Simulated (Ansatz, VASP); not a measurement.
**SrFe3 in VASP and in Ansatz**

```xyz
4
Lattice="3.9951 0.0000 0.0000 0.0000 3.9951 0.0000 0.0000 0.0000 3.9951" Properties=species:S:1:pos:R:3 pbc="T T T"
Sr    0.0000    0.0000    0.0000
Fe    0.0000    1.9976    1.9976
Fe    1.9976    0.0000    1.9976
Fe    1.9976    1.9976    0.0000
```

Alike in both runs: task relaxation of cell and atoms; functional PBE; k mesh 4 × 4 × 4; occupations gaussian, width 0.1 eV; collinear spin.

|  | VASP | Ansatz |
| --- | --- | --- |
| version | VASP 6.6.1 | Ansatz 0.2.0 |
| potentials or method | VASP PAW PBE potentials, release 64 (Sr_sv, Fe), cutoff 600 eV | scalar-relativistic, plane waves, PAW |
| valence electrons in the cell | 34 | 58 |

|  | VASP | Ansatz | Ansatz less VASP |
| --- | --- | --- | --- |
| gap on the k mesh at the Fermi level, each at its own relaxed structure (eV) | none | none | - |
| net moment per atom (μB) | 1.87 | 1.88 | +0.001 |
| size of the moment on the site where the two differ most (μB) | 2.59 | 2.62 | +0.035 |
| relaxed volume (Å³/atom) | 17.23 | 17.16 | -0.067 |
| relaxed cell length with the largest relative difference (Å) | 4.100 | 4.095 | -0.0053 |

Site moments also hang on the region over which each program counts them. A gap of «none» marks a metal or a gap that the smearing closes. VASP's potentials hold 34 valence electrons a cell and Ansatz's 58, so a difference there can come from the potentials and not from the codes.

The k mesh is coarse, so the values compare programs but aren't converged.
